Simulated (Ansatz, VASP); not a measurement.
Two plane-wave programs on B

```
B
1.0
     0.00000    2.02718    2.02718
     2.02718    0.00000    2.02718
     2.02718    2.02718    0.00000
B
2
Direct
  0.12500 0.12500 0.12500
  0.87500 0.87500 0.87500
```

Alike in both runs: task single point; functional r2SCAN; k mesh 15 × 15 × 15; occupations fermi-dirac, width 0.1 eV; no spin polarisation.

|  | VASP | Ansatz |
| --- | --- | --- |
| version | VASP 6.6.1 | Ansatz 0.2.0 |
| potentials or method | VASP PAW PBE potentials, release 64 (B), cutoff 520 eV | plane waves (500 eV) with PAW, scalar-relativistic |
| valence electrons in the cell | 6 | 6 |

```csv
,VASP,Ansatz,Ansatz less VASP
pressure (GPa),-0.1,-0.1,-0.03
```

VASP's potentials were made for PBE, not for r2SCAN.
